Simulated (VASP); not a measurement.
# NaH (Pm-3m) in VASP: settings compared

The runs below take NaH through single point, with PBEsol, r2SCAN, r2SCANh.

Everything below comes from runs of VASP 6.6.1. Logs are shortened: lines on timing, memory, paths and dates and some standing lists are left out, and cuts for length are marked.

## 1. The cell of the first run

It takes space group Pm-3m (No. 221, cubic). Conventional cell: a = 2.955 Å, b = 2.955 Å, c = 2.955 Å, α = 90.00°, β = 90.00°, γ = 90.00°. Na (site symmetry m-3m) has 8 H at 2.56 Å and 6 Na at 2.96 Å within 3.4 Å. H (site symmetry m-3m) has 8 Na at 2.56 Å and 6 H at 2.96 Å within 3.4 Å.

## 2. Single point, PBEsol

The input, INCAR:

```
ALGO = Normal ; EDIFF = 1E-6
ENCUT = 500 ; GGA = PS
GGA_COMPAT = F ; ISIF = 2
ISMEAR = 0 ; LASPH = T
LCHARG = F ; LREAL = F
LWAVE = F ; NBANDS = 11
NELM = 120 ; PREC = Accurate
SIGMA = 0.01
```

The input, KPOINTS:

```
k-points
0
Gamma
  2 2 2
```

The input, POSCAR:

```
NaH
1.0
    2.9551240000      0.0000000000      0.0000000000
    0.0000000000      2.9551240000      0.0000000000
    0.0000000000      0.0000000000      2.9551240000
Na H
1 1
Direct
    0.0000000000      0.0000000000      0.0000000000
    0.5000000000      0.5000000000      0.5000000000
```

Potentials or basis: VASP PAW PBE potentials, release 64 (Na_pv, H).

Started as:

```
$ cat potpaw_PBE.64/Na_pv/POTCAR potpaw_PBE.64/H/POTCAR > POTCAR
$ mpirun -np 1 vasp_std > vasp.out
```

OUTCAR:

```text
EDIFF = 1E-6
   ENCUT = 500
   GGA = PS
   ISIF = 2
   ISMEAR = 0
   LASPH = T
   LREAL = F
   NELM = 120
   PREC = Accurate

 ion  position               nearest neighbor table
   1  0.000  0.000  0.000-
   2  0.500  0.500  0.500-

  LATTYP: Found a simple cubic cell.
 ALAT       =     2.9551240000

  Lattice vectors:

 A1 = (   2.9551240000,   0.0000000000,   0.0000000000)
 A2 = (   0.0000000000,   2.9551240000,   0.0000000000)
 A3 = (   0.0000000000,   0.0000000000,   2.9551240000)

Analysis of symmetry for initial positions (statically):
=====================================================================
 Subroutine PRICEL returns:
 Original cell was already a primitive cell.

 Routine SETGRP: Setting up the symmetry group for a
 simple cubic supercell.

 Subroutine GETGRP returns: Found 48 space group operations
 (whereof 48 operations were pure point group operations)
 out of a pool of 48 trial point group operations.

The static configuration has the point symmetry O_h .

Analysis of symmetry for dynamics (positions and initial velocities):
=====================================================================
 Subroutine PRICEL returns:
 Original cell was already a primitive cell.

 Routine SETGRP: Setting up the symmetry group for a
 simple cubic supercell.

 Subroutine GETGRP returns: Found 48 space group operations
 (whereof 48 operations were pure point group operations)
 out of a pool of 48 trial point group operations.

The dynamic configuration has the point symmetry O_h .

 Subroutine INISYM returns: Found 48 space group operations
 (whereof 48 operations are pure point group operations),
 and found     1 'primitive' translations

----------------------------------------------------------------------------------------

                                     Primitive cell

  volume of cell :      25.8064

  direct lattice vectors                    reciprocal lattice vectors
     2.955124000  0.000000000  0.000000000     0.338395275  0.000000000  0.000000000
     0.000000000  2.955124000  0.000000000     0.000000000  0.338395275  0.000000000
     0.000000000  0.000000000  2.955124000     0.000000000  0.000000000  0.338395275

  length of vectors
     2.955124000  2.955124000  2.955124000     0.338395275  0.338395275  0.338395275

  position of ions in fractional coordinates (direct lattice)
     0.000000000  0.000000000  0.000000000
     0.500000000  0.500000000  0.500000000

  ion indices of the primitive-cell ions
   primitive index   ion index
                 1           1
                 2           2

----------------------------------------------------------------------------------------

 KPOINTS: k-points

Automatic generation of k-mesh.
 Grid dimensions read from file:
 generate k-points for:    2    2    2

 Generating k-lattice:

  Cartesian coordinates                     Fractional coordinates (reciprocal lattice)
     0.169197638  0.000000000  0.000000000     0.500000000  0.000000000  0.000000000
     0.000000000  0.169197638  0.000000000     0.000000000  0.500000000  0.000000000
     0.000000000  0.000000000  0.169197638     0.000000000  0.000000000  0.500000000

  Length of vectors
     0.169197638  0.169197638  0.169197638

  Shift w.r.t. Gamma in fractional coordinates (k-lattice)
     0.000000000  0.000000000  0.000000000

 Subroutine IBZKPT returns following result:
 ===========================================

 Found      4 irreducible k-points:

 Following reciprocal coordinates:
            Coordinates               Weight
  0.000000  0.000000  0.000000      1.000000
  0.500000  0.000000  0.000000      3.000000
  0.500000  0.500000  0.000000      3.000000
  0.500000  0.500000  0.500000      1.000000
   k-points           NKPTS =      4   k-points in BZ     NKDIM =      4   number of bands    NBANDS=     11
   number of dos      NEDOS =    301   number of ions     NIONS =      2
   total plane-waves  NPLWV =  13824
   dimension x,y,z NGX =    24 NGY =   24 NGZ =   24
   dimension x,y,z NGXF=    48 NGYF=   48 NGZF=   48
   ions per type =               1   1
   NGX,Y,Z   is equivalent  to a cutoff of  13.50, 13.50, 13.50 a.u.
   NGXF,Y,Z  is equivalent  to a cutoff of  27.00, 27.00, 27.00 a.u.
 SYSTEM =  unknown system
   PREC   = accura    normal or accurate (medium, high low for compatibility)
   ISTART =      0    job   : 0-new  1-cont  2-samecut
   ICHARG =      2    charge: 1-file 2-atom 10-const
   ISPIN  =      1    spin polarized calculation?
   LNONCOLLINEAR =      F non collinear calculations
   LSORBIT =      F    spin-orbit coupling
   LASPH  =      T    aspherical Exc in radial PAW
   ENCUT  =  500.0 eV  36.75 Ry    6.06 a.u.   5.39  5.39  5.39*2*pi/ulx,y,z
   NELM   =    120;   NELMIN=  2; NELMDL= -5     # of ELM steps
   EDIFF  = 0.1E-05   stopping-criterion for ELM
   LREAL  =      F    real-space projection
   EDIFFG = 0.1E-04   stopping-criterion for IOM
   NSW    =      0    number of steps for IOM
   IBRION =     -1    ionic relax: 0-MD 1-quasi-New 2-CG
   NFREE  =      0    steps in history (QN), initial steepest desc. (CG)
   ISIF   =      2    stress and relaxation
   ISYM   =      2    0-nonsym 1-usesym 2-fastsym
   POTIM  = 0.5000    time-step for ionic-motion
   TEBEG  =    0.0;   TEEND  =   0.0 temperature during run
   PSTRESS=    0.0 pullay stress
   NELECT =       8.0000    total number of electrons
   NUPDOWN=      -1.0000    fix difference up-down
   EMIN   =  10.00;   EMAX   =-10.00  energy-range for DOS
   EFERMI =   0.00;   METHOD = LEGACY
   ISMEAR =     0;   SIGMA  =   0.01  broadening in eV -4-tet -1-fermi 0-gaus
   EFERMI_NEDOS =   21; number of points for ismear=-14 and -15
   IALGO  =     38    algorithm
   IMIX   =      4    mixing-type and parameters
     AMIX     =   0.40;   BMIX     =  1.00
     AMIX_MAG =   1.60;   BMIX_MAG =  1.00
  volume/ion in A,a.u.               =      12.90        87.08
  Fermi-wavevector in a.u.,A,eV,Ry     =   1.107973  2.093765 16.702564  1.227604
  Thomas-Fermi vector in A             =   2.244494
   LORBIT       =      0    0 simple, 1 ext, 2 COOP (PROOUT), +10 PAW based schemes
   GGA     = PS    functional components
   LHFCALC =     F    Hartree Fock is set to
   AEXX    =    0.0000 exact exchange contribution
   IVDW    =     0    specifies the selected vdW correction
   LEPSILON=     F    determine dielectric tensor
   LRPA    =     F    only Hartree local field effects (RPA)
 non-spin polarized calculation
 Gauss-broadening in eV      SIGMA  =   0.01
  energy-cutoff  :      500.00
  volume of cell :       25.81
 maximum number of plane-waves:       691
 NGX is ok and might be reduce to    24
   NGX = 11   NGY = 11   NGZ = 11

 number of electron       8.0000007 magnetization

 Free energy of the ion-electron system (eV)
  ---------------------------------------------------
  ext. energy  EPLUGINS =         0.00000000
  ---------------------------------------------------
  free energy    TOTEN  =        -4.06652281 eV

  energy without entropy =       -4.06652281  energy(sigma->0) =       -4.06652281

 E-fermi :   2.1004     XC(G=0):  -8.1284

 val. band max:        1.9260297776   @ k =   0.5000   0.5000   0.5000
 cond. band min:       2.3023006452   @ k =   0.5000   0.0000   0.0000
 fundamental gap:      0.3762708676
 Fermi energy:         2.1004257377

 k-point     1 :       0.0000    0.0000    0.0000
  band No.  band energies     occupation
      1     -23.4175      2.00000
      2     -23.4175      2.00000
      3     -23.4175      2.00000
      4      -4.4059      2.00000
      5      10.4474      0.00000
      6      12.2237      0.00000
      7      12.2237      0.00000
      8      13.8057      0.00000
      9      13.8057      0.00000
     10      13.8057      0.00000
     11      26.9597      0.00000

 k-point     2 :       0.5000    0.0000    0.0000
  band No.  band energies     occupation
      1     -23.5929      2.00000
      2     -23.4020      2.00000
      3     -23.4020      2.00000
      4      -1.7583      2.00000
      5       2.3023      0.00000
      6      12.5238      0.00000
      7      15.4496      0.00000
      8      15.8784      0.00000
      9      15.8784      0.00000
     10      17.8353      0.00000
     11      19.0926      0.00000

 k-point     3 :       0.5000    0.5000    0.0000
  band No.  band energies     occupation
      1     -23.5634      2.00000
      2     -23.5634      2.00000
      3     -23.3877      2.00000
      4       0.0465      2.00000
      5       5.5494      0.00000
      6       5.5494      0.00000
      7       8.0623      0.00000
      8      16.2686      0.00000
      9      19.8615      0.00000
     10      19.8615      0.00000
     11      20.4594      0.00000

 k-point     4 :       0.5000    0.5000    0.5000
  band No.  band energies     occupation
      1     -23.5392      2.00000
      2     -23.5392      2.00000
      3     -23.5392      2.00000
      4       1.9260      2.00000
      5       8.2166      0.00000
      6       8.2166      0.00000
      7       8.2166      0.00000
      8      10.3504      0.00000
      9      10.3504      0.00000
     10      10.3504      0.00000
     11      17.2821      0.00000

------------------------ aborting loop because EDIFF is reached ----------------------------------------

  FORCE on cell =-STRESS in cart. coord.  units (eV):
  Direction    XX          YY          ZZ          XY          YZ          ZX
  --------------------------------------------------------------------------------------
  -------------------------------------------------------------------------------------
  Total        0.4942618      0.4942618      0.4942618     -0.0000000      0.0000000      0.0000000
  in kB       30.6860173     30.6860173     30.6860173     -0.0000000      0.0000000      0.0000000
  external PRESSURE =      30.6860173 kB  Pullay stress =       0.0000000 kB

 VOLUME and BASIS-vectors are now :
 -----------------------------------------------------------------------------
  energy-cutoff  :      500.00
  volume of cell :       25.81
      direct lattice vectors                 reciprocal lattice vectors
     2.955124000  0.000000000  0.000000000     0.338395275  0.000000000  0.000000000
     0.000000000  2.955124000  0.000000000     0.000000000  0.338395275  0.000000000
     0.000000000  0.000000000  2.955124000     0.000000000  0.000000000  0.338395275

 POSITION                                       TOTAL-FORCE (eV/Angst)
 -----------------------------------------------------------------------------------
      0.00000      0.00000      0.00000         0.000000      0.000000      0.000000
      1.47756      1.47756      1.47756         0.000000      0.000000      0.000000
 -----------------------------------------------------------------------------------
    total drift:                                0.000000      0.000000      0.000000

  FREE ENERGIE OF THE ION-ELECTRON SYSTEM (eV)
  ---------------------------------------------------
  free  energy   TOTEN  =        -4.0665228124 eV

  energy  without entropy=       -4.0665228124  energy(sigma->0) =       -4.06652281
```

Wall time 2.1 s (1 thread of Intel Xeon Platinum 8488C (Sapphire Rapids), shared host); peak memory 0.12 GiB.

What came out:

```
Free energy            : -4.0665 eV
Pressure               : 3.1 GPa
Band gap on the k mesh : 0.38 eV, indirect (least direct gap 4.06 eV)
```

Caveat: the k points lie up to 1.06 Å⁻¹ apart; the PAW data sets were made with another functional, which shifts forces and pressure a little.

## 3. Single point, r2SCAN

POSCAR is that of step 2.

The input, INCAR.step1:

```
PREC = Accurate
ENCUT = 550
ISMEAR = 0
SIGMA = 0.01
LREAL = False
LASPH = True
NELM = 120
NBANDS = 11
GGA = PE
ALGO = Normal
EDIFF = 1E-5
LWAVE = True
LCHARG = False
GGA_COMPAT = False
```

The input, INCAR.step2:

```
PREC = Accurate
ENCUT = 550
EDIFF = 1E-6
ISMEAR = 0
SIGMA = 0.01
LREAL = False
LASPH = True
NELM = 120
ALGO = Normal
ISIF = 2
LWAVE = False
LCHARG = True
METAGGA = R2SCAN
LMIXTAU = True
LELF = True
LVHAR = True
NBANDS = 11
ISTART = 1
GGA_COMPAT = False
```

The input, KPOINTS:

```
regular mesh
0
Gamma
  2 2 2
```

Potentials or basis: VASP PAW PBE potentials, release 64 (Na_pv, H).

Started as:

```
$ cat potpaw_PBE.64/Na_pv/POTCAR potpaw_PBE.64/H/POTCAR > POTCAR
$ cp INCAR.step1 INCAR
$ mpirun -np 1 vasp_std > vasp.out
$ cp INCAR.step2 INCAR
$ mpirun -np 1 vasp_std > vasp.out
```

OUTCAR:

```text
PREC = Accurate
   ENCUT = 550
   EDIFF = 1E-6
   ISMEAR = 0
   LREAL = False
   LASPH = True
   NELM = 120
   ISIF = 2
   METAGGA = R2SCAN
   ISTART = 1

 ion  position               nearest neighbor table
   1  0.000  0.000  0.000-
   2  0.500  0.500  0.500-

  LATTYP: Found a simple cubic cell.
 ALAT       =     2.9551240000

  Lattice vectors:

 A1 = (   2.9551240000,   0.0000000000,   0.0000000000)
 A2 = (   0.0000000000,   2.9551240000,   0.0000000000)
 A3 = (   0.0000000000,   0.0000000000,   2.9551240000)

Analysis of symmetry for initial positions (statically):
=====================================================================
 Subroutine PRICEL returns:
 Original cell was already a primitive cell.

 Routine SETGRP: Setting up the symmetry group for a
 simple cubic supercell.

 Subroutine GETGRP returns: Found 48 space group operations
 (whereof 48 operations were pure point group operations)
 out of a pool of 48 trial point group operations.

The static configuration has the point symmetry O_h .

Analysis of symmetry for dynamics (positions and initial velocities):
=====================================================================
 Subroutine PRICEL returns:
 Original cell was already a primitive cell.

 Routine SETGRP: Setting up the symmetry group for a
 simple cubic supercell.

 Subroutine GETGRP returns: Found 48 space group operations
 (whereof 48 operations were pure point group operations)
 out of a pool of 48 trial point group operations.

The dynamic configuration has the point symmetry O_h .

 Subroutine INISYM returns: Found 48 space group operations
 (whereof 48 operations are pure point group operations),
 and found     1 'primitive' translations

----------------------------------------------------------------------------------------

[... 95 lines left out ...]
   LORBIT       =      0    0 simple, 1 ext, 2 COOP (PROOUT), +10 PAW based schemes
   METAGGA = R2SCAN    functional components
   LHFCALC =     F    Hartree Fock is set to
   AEXX    =    0.0000 exact exchange contribution
   IVDW    =     0    specifies the selected vdW correction
   LEPSILON=     F    determine dielectric tensor
   LRPA    =     F    only Hartree local field effects (RPA)
 non-spin polarized calculation
 Gauss-broadening in eV      SIGMA  =   0.01
  energy-cutoff  :      550.00
  volume of cell :       25.81
 maximum number of plane-waves:       768
 NGX is ok and might be reduce to    24
   NGX = 11   NGY = 11   NGZ = 11

 number of electron       8.0000007 magnetization

 Free energy of the ion-electron system (eV)
  ---------------------------------------------------
  ext. energy  EPLUGINS =         0.00000000
  ---------------------------------------------------
  free energy    TOTEN  =        -6.66348432 eV

  energy without entropy =       -6.66348432  energy(sigma->0) =       -6.66348432

 E-fermi :   1.5873     XC(G=0):  -8.4350

 val. band max:        1.4940749616   @ k =   0.5000   0.5000   0.5000
 cond. band min:       2.7773742867   @ k =   0.5000   0.0000   0.0000
 fundamental gap:      1.2832993251
 Fermi energy:         1.5872563189

 k-point     1 :       0.0000    0.0000    0.0000
  band No.  band energies     occupation
      1     -24.6756      2.00000
      2     -24.6756      2.00000
      3     -24.6756      2.00000
      4      -4.6037      2.00000
      5      11.0403      0.00000
      6      12.6897      0.00000
      7      12.6897      0.00000
      8      14.4449      0.00000
      9      14.4449      0.00000
     10      14.4449      0.00000
     11      27.5319      0.00000
[... 29 lines left out ...]
 k-point     4 :       0.5000    0.5000    0.5000
  band No.  band energies     occupation
      1     -24.7879      2.00000
      2     -24.7879      2.00000
      3     -24.7879      2.00000
      4       1.4941      2.00000
      5       8.5220      0.00000
      6       8.5220      0.00000
      7       8.5220      0.00000
      8      11.1648      0.00000
      9      11.1648      0.00000
     10      11.1648      0.00000
     11      18.6661      0.00000

------------------------ aborting loop because EDIFF is reached ----------------------------------------

  FORCE on cell =-STRESS in cart. coord.  units (eV):
  Direction    XX          YY          ZZ          XY          YZ          ZX
  --------------------------------------------------------------------------------------
  -------------------------------------------------------------------------------------
  Total        0.3733438      0.3733438      0.3733438      0.0000000     -0.0000000      0.0000000
  in kB       23.1788801     23.1788801     23.1788801      0.0000000     -0.0000000      0.0000000
  external PRESSURE =      23.1788801 kB  Pullay stress =       0.0000000 kB

 VOLUME and BASIS-vectors are now :
 -----------------------------------------------------------------------------
  energy-cutoff  :      550.00
  volume of cell :       25.81
      direct lattice vectors                 reciprocal lattice vectors
     2.955124000  0.000000000  0.000000000     0.338395275  0.000000000  0.000000000
     0.000000000  2.955124000  0.000000000     0.000000000  0.338395275  0.000000000
     0.000000000  0.000000000  2.955124000     0.000000000  0.000000000  0.338395275

 POSITION                                       TOTAL-FORCE (eV/Angst)
 -----------------------------------------------------------------------------------
      0.00000      0.00000      0.00000         0.000000      0.000000      0.000000
      1.47756      1.47756      1.47756         0.000000      0.000000      0.000000
 -----------------------------------------------------------------------------------
    total drift:                                0.000000      0.000000      0.000000

  FREE ENERGIE OF THE ION-ELECTRON SYSTEM (eV)
  ---------------------------------------------------
  free  energy   TOTEN  =        -6.6634843248 eV

  energy  without entropy=       -6.6634843248  energy(sigma->0) =       -6.66348432
```

Run time: 8.8 s. Hardware: 1 thread of Intel Xeon Platinum 8488C (Sapphire Rapids), shared host; peak memory 0.13 GiB.

What came out:

```yaml
Free_energy: -6.6635 eV
Pressure: 2.3 GPa
Band_gap_on_the_k_mesh: 1.28 eV, indirect (least direct gap 4.86 eV)
```

Caveat: the k points lie up to 1.06 Å⁻¹ apart; the PAW data sets were made with another functional, which shifts forces and pressure a little. A k mesh can miss the band edges.

(Continued in part 2 of 2.)
